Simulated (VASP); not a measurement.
# Ge (Fd-3m) in VASP: further runs

Runs on Ge. Level: r2SCAN. Tasks: single point.

Everything below comes from runs of VASP 6.6.1. Logs are shortened: lines on timing, memory, paths and dates and some standing lists are left out, and cuts for length are marked.

### Step 1. The cell of the first run

It takes space group Fd-3m (No. 227, cubic). Conventional cell: a = 5.672 Å, b = 5.672 Å, c = 5.672 Å, α = 90.00°, β = 90.00°, γ = 90.00°. Ge (site symmetry -43m) has 4 Ge at 2.46 Å within 3.2 Å.

### Step 2. Single point, r2SCAN

File POSCAR:

```
Ge
1.0
    0.0000000000      2.8360149687      2.8360149687
    2.8360149687      0.0000000000      2.8360149687
    2.8360149687      2.8360149687      0.0000000000
Ge
2
Direct
    0.5000000000      0.5000000000      0.5000000000
    0.7500000000      0.7500000000      0.7500000000
```

File INCAR.step1:

```
SYSTEM = Ge
  PREC = Accurate
  ENCUT = 520
  ISMEAR = -1
  SIGMA = 0.05
  LREAL = .FALSE.
  LASPH = .TRUE.
  NELM = 80
  NBANDS = 21
  GGA = PE
  ALGO = Normal
  EDIFF = 1E-4
  LWAVE = .TRUE.
  LCHARG = .FALSE.
```

File INCAR.step2:

```
SYSTEM = Ge
  PREC = Accurate
  ENCUT = 520
  EDIFF = 1E-7
  ISMEAR = -1
  SIGMA = 0.05
  LREAL = .FALSE.
  LASPH = .TRUE.
  NELM = 80
  ALGO = Normal
  ISIF = 2
  LWAVE = .FALSE.
  LCHARG = .FALSE.
  METAGGA = R2SCAN
  LMIXTAU = .TRUE.
  NBANDS = 21
  ISTART = 1
```

File KPOINTS:

```
Automatic mesh
0
G
  8 8 8
  0 0 0
```

Potentials or basis: VASP PAW PBE potentials, release 64 (Ge_d).

Command:

```
cat potpaw_PBE.64/Ge_d/POTCAR > POTCAR
cp INCAR.step1 INCAR
mpirun -np 1 vasp_std > vasp.out
cp INCAR.step2 INCAR
mpirun -np 1 vasp_std > vasp.out
```

OUTCAR:

```text
SYSTEM = Ge
   PREC = Accurate
   ENCUT = 520
   EDIFF = 1E-7
   ISMEAR = -1
   LREAL = .FALSE.
   LASPH = .TRUE.
   NELM = 80
   ISIF = 2
   METAGGA = R2SCAN
   ISTART = 1

 ion  position               nearest neighbor table
   1  0.500  0.500  0.500-   2 2.46   2 2.46   2 2.46   2 2.46
   2  0.750  0.750  0.750-   1 2.46   1 2.46   1 2.46   1 2.46

  LATTYP: Found a face centered cubic cell.
 ALAT       =     5.6720299374

  Lattice vectors:

 A1 = (   0.0000000000,   2.8360149687,   2.8360149687)
 A2 = (   2.8360149687,   0.0000000000,   2.8360149687)
 A3 = (   2.8360149687,   2.8360149687,   0.0000000000)

Analysis of symmetry for initial positions (statically):
=====================================================================
 Subroutine PRICEL returns:
 Original cell was already a primitive cell.

 Routine SETGRP: Setting up the symmetry group for a
 face centered cubic supercell.

 Subroutine GETGRP returns: Found 48 space group operations
 (whereof 24 operations were pure point group operations)
 out of a pool of 48 trial point group operations.

The static configuration has the point symmetry T_d .
 The point group associated with its full space group is O_h .

Analysis of symmetry for dynamics (positions and initial velocities):
=====================================================================
 Subroutine PRICEL returns:
 Original cell was already a primitive cell.

 Routine SETGRP: Setting up the symmetry group for a
 face centered cubic supercell.

 Subroutine GETGRP returns: Found 48 space group operations
 (whereof 24 operations were pure point group operations)
 out of a pool of 48 trial point group operations.

The dynamic configuration has the point symmetry T_d .
 The point group associated with its full space group is O_h .

 Subroutine INISYM returns: Found 48 space group operations
 (whereof 24 operations are pure point group operations),
 and found     1 'primitive' translations

----------------------------------------------------------------------------------------

                                     Primitive cell

  volume of cell :      45.6200

  direct lattice vectors                    reciprocal lattice vectors
     0.000000000  2.836014969  2.836014969    -0.176303724  0.176303724  0.176303724
     2.836014969  0.000000000  2.836014969     0.176303724 -0.176303724  0.176303724
     2.836014969  2.836014969  0.000000000     0.176303724  0.176303724 -0.176303724

  length of vectors
     4.010730832  4.010730832  4.010730832     0.305367007  0.305367007  0.305367007

  position of ions in fractional coordinates (direct lattice)
     0.500000000  0.500000000  0.500000000
     0.750000000  0.750000000  0.750000000

  ion indices of the primitive-cell ions
   primitive index   ion index
                 1           1
                 2           2

----------------------------------------------------------------------------------------

 KPOINTS: Automatic mesh

Automatic generation of k-mesh.
 Grid dimensions read from file:
 generate k-points for:    8    8    8

 Generating k-lattice:

  Cartesian coordinates                     Fractional coordinates (reciprocal lattice)
    -0.022037965  0.022037965  0.022037965     0.125000000  0.000000000  0.000000000
     0.022037965 -0.022037965  0.022037965     0.000000000  0.125000000  0.000000000
     0.022037965  0.022037965 -0.022037965     0.000000000  0.000000000  0.125000000

  Length of vectors
     0.038170876  0.038170876  0.038170876

  Shift w.r.t. Gamma in fractional coordinates (k-lattice)
     0.000000000  0.000000000  0.000000000

 Subroutine IBZKPT returns following result:
 ===========================================

 Found     29 irreducible k-points:

 Following reciprocal coordinates:
            Coordinates               Weight
  0.000000  0.000000  0.000000      1.000000
  0.125000  0.000000  0.000000      8.000000
  0.250000  0.000000  0.000000      8.000000
  0.375000  0.000000  0.000000      8.000000
  0.500000  0.000000  0.000000      4.000000
  0.125000  0.125000  0.000000      6.000000
[... 16 lines left out ...]
  0.500000  0.250000  0.125000     48.000000
 -0.375000  0.250000  0.125000     24.000000
 [... further k-points ...]
   k-points           NKPTS =     29   k-points in BZ     NKDIM =     29   number of bands    NBANDS=     21
   number of dos      NEDOS =    301   number of ions     NIONS =      2
   total plane-waves  NPLWV =  27000
   dimension x,y,z NGX =    30 NGY =   30 NGZ =   30
   dimension x,y,z NGXF=    60 NGYF=   60 NGZF=   60
   ions per type =               2
   NGX,Y,Z   is equivalent  to a cutoff of  12.44, 12.44, 12.44 a.u.
   NGXF,Y,Z  is equivalent  to a cutoff of  24.87, 24.87, 24.87 a.u.
 SYSTEM =  Ge
   PREC   = accura    normal or accurate (medium, high low for compatibility)
   ISTART =      1    job   : 0-new  1-cont  2-samecut
   ICHARG =      0    charge: 1-file 2-atom 10-const
   ISPIN  =      1    spin polarized calculation?
   LNONCOLLINEAR =      F non collinear calculations
   LSORBIT =      F    spin-orbit coupling
   LASPH  =      T    aspherical Exc in radial PAW
   ENCUT  =  520.0 eV  38.22 Ry    6.18 a.u.   7.46  7.46  7.46*2*pi/ulx,y,z
   NELM   =     80;   NELMIN=  2; NELMDL=  0     # of ELM steps
   EDIFF  = 0.1E-06   stopping-criterion for ELM
   LREAL  =      F    real-space projection
   EDIFFG = 0.1E-05   stopping-criterion for IOM
   NSW    =      0    number of steps for IOM
   IBRION =     -1    ionic relax: 0-MD 1-quasi-New 2-CG
   NFREE  =      0    steps in history (QN), initial steepest desc. (CG)
   ISIF   =      2    stress and relaxation
   ISYM   =      2    0-nonsym 1-usesym 2-fastsym
   POTIM  = 0.5000    time-step for ionic-motion
   TEBEG  =    0.0;   TEEND  =   0.0 temperature during run
   PSTRESS=    0.0 pullay stress
   NELECT =      28.0000    total number of electrons
   NUPDOWN=      -1.0000    fix difference up-down
   EMIN   =  10.00;   EMAX   =-10.00  energy-range for DOS
   EFERMI =   0.00;   METHOD = LEGACY
   ISMEAR =    -1;   SIGMA  =   0.05  broadening in eV -4-tet -1-fermi 0-gaus
   EFERMI_NEDOS =   21; number of points for ismear=-14 and -15
   IALGO  =     38    algorithm
   IMIX   =      4    mixing-type and parameters
     AMIX     =   0.40;   BMIX     =  1.00
     AMIX_MAG =   1.60;   BMIX_MAG =  1.00
  volume/ion in A,a.u.               =      22.81       153.93
  Fermi-wavevector in a.u.,A,eV,Ry     =   1.391262  2.629104 26.335580  1.935611
  Thomas-Fermi vector in A             =   2.515118
   LORBIT       =      0    0 simple, 1 ext, 2 COOP (PROOUT), +10 PAW based schemes
   METAGGA = R2SCAN    functional components
   LHFCALC =     F    Hartree Fock is set to
   AEXX    =    0.0000 exact exchange contribution
   IVDW    =     0    specifies the selected vdW correction
   LEPSILON=     F    determine dielectric tensor
   LRPA    =     F    only Hartree local field effects (RPA)
 non-spin polarized calculation
  energy-cutoff  :      520.00
  volume of cell :       45.62
 maximum number of plane-waves:      1249
 NGX is ok and might be reduce to    30
   NGX = 15   NGY = 15   NGZ = 15

 number of electron      28.0000016 magnetization

 Free energy of the ion-electron system (eV)
  ---------------------------------------------------
  ext. energy  EPLUGINS =         0.00000000
  ---------------------------------------------------
  free energy    TOTEN  =       -27.73593082 eV

  energy without entropy =      -27.73577500  energy(sigma->0) =      -27.73585291

 E-fermi :   4.9074     XC(G=0): -10.7792

 val. band max:        4.7289223254   @ k =   0.0000   0.0000   0.0000
 cond. band min:       5.0606046281   @ k =   0.0000   0.0000   0.0000
 fundamental gap:      0.3316823027
 Fermi energy:         4.9074465136

 k-point     1 :       0.0000    0.0000    0.0000
  band No.  band energies     occupation
      1     -20.7554      2.00000
      2     -20.7554      2.00000
      3     -20.7554      2.00000
      4     -20.7166      2.00000
      5     -20.7166      2.00000
      6     -20.5032      2.00000
[... 13 lines left out ...]
     20      14.6443      0.00000
     21      14.6444      0.00000

 k-point     2 :       0.1250    0.0000    0.0000
  band No.  band energies     occupation
      1     -20.7636      2.00000
      2     -20.7636      2.00000
      3     -20.7529      2.00000
      4     -20.7050      2.00000
      5     -20.7050      2.00000
      6     -20.5134      2.00000
[... 13 lines left out ...]
     20      13.7725      0.00000
     21      13.7725      0.00000

 k-point     3 :       0.2500    0.0000    0.0000
  band No.  band energies     occupation
      1     -20.7739      2.00000
      2     -20.7739      2.00000
      3     -20.7466      2.00000
      4     -20.6872      2.00000
      5     -20.6872      2.00000
      6     -20.5262      2.00000
[... 13 lines left out ...]
     20      13.5258      0.00000
     21      13.5258      0.00000

 k-point     4 :       0.3750    0.0000    0.0000
  band No.  band energies     occupation
      1     -20.7791      2.00000
      2     -20.7790      2.00000
      3     -20.7403      2.00000
      4     -20.6764      2.00000
      5     -20.6764      2.00000
      6     -20.5326      2.00000
[... 13 lines left out ...]
     20      14.7504      0.00000
     21      14.7504      0.00000

 k-point     5 :       0.5000    0.0000    0.0000
  band No.  band energies     occupation
      1     -20.7803      2.00000
      2     -20.7803      2.00000
      3     -20.7376      2.00000
      4     -20.6735      2.00000
      5     -20.6735      2.00000
      6     -20.5337      2.00000
[... 13 lines left out ...]
     20      16.5286      0.00000
     21      16.5693      0.00000
[... 382 lines left out ...]
     20      16.9965      0.00000
     21      18.2004      0.00000

 k-point    22 :       0.3750    0.2500    0.1250
  band No.  band energies     occupation
      1     -20.7847      2.00000
      2     -20.7820      2.00000
      3     -20.7382      2.00000
      4     -20.6791      2.00000
      5     -20.6500      2.00000
      6     -20.5800      2.00000
[... 13 lines left out ...]
     20      15.4877      0.00000
     21      15.6895      0.00000

 k-point    23 :       0.5000    0.2500    0.1250
  band No.  band energies     occupation
      1     -20.7968      2.00000
      2     -20.7887      2.00000
      3     -20.7160      2.00000
      4     -20.6638      2.00000
      5     -20.6368      2.00000
      6     -20.5886      2.00000
[... 13 lines left out ...]
     20      14.9457      0.00000
     21      16.9122      0.00000

 k-point    24 :      -0.3750    0.2500    0.1250
  band No.  band energies     occupation
      1     -20.8021      2.00000
      2     -20.7901      2.00000
      3     -20.7060      2.00000
      4     -20.6526      2.00000
      5     -20.6383      2.00000
      6     -20.5835      2.00000
[... 13 lines left out ...]
     20      16.3300      0.00000
     21      16.8263      0.00000

 [... further k-points ...]

------------------------ aborting loop because EDIFF is reached ----------------------------------------

  FORCE on cell =-STRESS in cart. coord.  units (eV):
  Direction    XX          YY          ZZ          XY          YZ          ZX
  --------------------------------------------------------------------------------------
  -------------------------------------------------------------------------------------
  Total        0.0286292      0.0286292      0.0286292      0.0000000      0.0000000      0.0000000
  in kB        1.0054592      1.0054592      1.0054592      0.0000000      0.0000000      0.0000000
  external PRESSURE =       1.0054592 kB  Pullay stress =       0.0000000 kB

 VOLUME and BASIS-vectors are now :
 -----------------------------------------------------------------------------
  energy-cutoff  :      520.00
  volume of cell :       45.62
      direct lattice vectors                 reciprocal lattice vectors
     0.000000000  2.836014969  2.836014969    -0.176303724  0.176303724  0.176303724
     2.836014969  0.000000000  2.836014969     0.176303724 -0.176303724  0.176303724
     2.836014969  2.836014969  0.000000000     0.176303724  0.176303724 -0.176303724

 POSITION                                       TOTAL-FORCE (eV/Angst)
 -----------------------------------------------------------------------------------
      2.83601      2.83601      2.83601        -0.000000     -0.000000      0.000000
      4.25402      4.25402      4.25402         0.000000      0.000000     -0.000000
 -----------------------------------------------------------------------------------
    total drift:                                0.000000     -0.000000     -0.000000

  FREE ENERGIE OF THE ION-ELECTRON SYSTEM (eV)
  ---------------------------------------------------
  free  energy   TOTEN  =       -27.7359308150 eV

  energy  without entropy=      -27.7357750025  energy(sigma->0) =      -27.73585291
```

Run time: 3.8 min. Hardware: 1 thread of Intel Xeon 8259CL, shared host; peak memory 0.18 GiB.

What came out:

- Free energy: -27.7359 eV
- Pressure: 0.1 GPa
- Band gap on the k mesh: 0.33 eV

Levels at points of the mesh, in eV from the valence-band top:
```tsv
k point	band 12	band 13	band 14	band 15	band 16	band 17
(0.00, 0.00, 0.00)	0.00	0.00	0.00	0.33	2.71	2.71
(0.50, 0.00, 0.00)	-7.83	-1.47	-1.47	0.42	3.99	3.99
(0.50, 0.50, 0.00)	-9.19	-3.20	-3.20	0.98	0.98	10.04
```

Caveat: the PAW data sets were made with another functional, which shifts forces and pressure a little. A k mesh can miss the band edges.

[end of part 1 of 2]
